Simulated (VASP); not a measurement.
Wanted: the native input for a VASP 6.6.1 run.

```yaml
Task: density of states
Functional: PBE
Potentials_or_basis: VASP PAW PBE potentials, release 64 (Ca_sv, Sc_sv, B)
Cutoff: 520 eV
k_mesh: 10 × 10 × 14
Occupations: gaussian, width 0.1 eV
Spin: no spin polarisation
Dipole_correction: no
k_mesh_for_the_DOS: 15 × 15 × 21
Occupations_for_the_DOS: tetrahedron
Further_INCAR_settings: ALGO = Normal; EDIFF = 1e-06; NBANDS = 22
```

The system is CaScB2.

```
Ca Sc B
1.0
     4.41068    0.00000    0.00000
     0.00000    4.41068    0.00000
     0.00000    0.00000    3.05937
Ca Sc B
1 1 2
Direct
  0.50000 0.50000 0.50000
  0.00000 0.00000 0.50000
  0.00000 0.50000 0.00000
  0.50000 0.00000 0.00000
```

One way to write it, as run:

POSCAR

```
CaScB2
1.0
    4.4106815523      0.0000000000      0.0000000000
    0.0000000000      4.4106815523      0.0000000000
    0.0000000000      0.0000000000      3.0593707694
Ca Sc B
1 1 2
Direct
    0.5000000000      0.5000000000      0.5000000000
    0.0000000000      0.0000000000      0.5000000000
    0.0000000000      0.5000000000      0.0000000000
    0.5000000000      0.0000000000      0.0000000000
```

INCAR.step1

```
SYSTEM = CaScB2
ALGO = Normal ; EDIFF = 1E-6
ENCUT = 520 ; GGA = PE
ISIF = 2 ; ISMEAR = 0
LASPH = .True. ; LCHARG = .True.
LMAXMIX = 4 ; LREAL = .False.
LWAVE = .False. ; NBANDS = 22
NELM = 100 ; PREC = Accurate
SIGMA = 0.1
```

KPOINTS.step1

```
k-points
0
Gamma
  10 10 14
  0 0 0
```

INCAR.step2

```
SYSTEM = CaScB2
ALGO = Normal ; EDIFF = 1E-6
ENCUT = 520 ; GGA = PE
ICHARG = 11 ; ISIF = 2
ISMEAR = -5 ; LASPH = .True.
LCHARG = .False. ; LMAXMIX = 4
LORBIT = 11 ; LREAL = .False.
LWAVE = .False. ; NBANDS = 22
NEDOS = 1001 ; NELM = 100
PREC = Accurate ; SIGMA = 0.1
```

KPOINTS.step2

```
k-points
0
Gamma
  15 15 21
  0 0 0
```

Potentials or basis: VASP PAW PBE potentials, release 64 (Ca_sv, Sc_sv, B).

The run is started by

```sh
$ cat potpaw_PBE.64/Ca_sv/POTCAR potpaw_PBE.64/Sc_sv/POTCAR potpaw_PBE.64/B/POTCAR > POTCAR
$ cp INCAR.step1 INCAR
$ cp KPOINTS.step1 KPOINTS
$ mpirun -np 1 vasp_std > vasp.out
$ cp INCAR.step2 INCAR
$ cp KPOINTS.step2 KPOINTS
$ mpirun -np 1 vasp_std > vasp.out
```

Results of the run:

```json
{
 "Valence electrons inside the program's atomic spheres": "Ca 8.34; Sc 9.41; B 1.58"
}
```

Run time: 4.2 min on 1 thread of Intel(R) Xeon(R) 6975P-C (Granite Rapids) (shared host), peak memory 0.62 GiB.
